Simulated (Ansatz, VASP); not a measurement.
# One calculation of SiGe3, two programs

```
CELL_PARAMETERS angstrom
5.15837 0.00000 0.00000
-2.57919 4.46728 0.00000
0.00000 0.00000 3.65720
ATOMIC_POSITIONS crystal
Si 0.00000 0.00000 0.50000
Ge 0.35539 0.00000 0.00000
Ge 0.00000 0.35539 0.00000
Ge 0.64461 0.64461 0.00000
```

Alike in both runs: functional PBE; k mesh 5 × 5 × 4; occupations gaussian, width 0.2 eV; no spin polarisation.

Ansatz relaxed the structure, and its values are those at the end. VASP's run is a single point on that final structure, the one shown.

```csv
,VASP,Ansatz
version,VASP 6.6.1,Ansatz 0.2.0
potentials or method,"VASP PAW PBE potentials, release 64 (Si, Ge_d), cutoff 500 eV","scalar-relativistic, plane waves, PAW"
valence electrons in the cell,46,46
```

|  | VASP | Ansatz | Ansatz less VASP |
| --- | --- | --- | --- |
| gap on the k mesh at the Fermi level (eV) | none | none | - |
| pressure (GPa) | -0.1 | 0.0 | +0.14 |

A gap of «none» marks a metal or a gap that the smearing closes.

The k mesh is coarse, so the values compare programs but aren't converged.
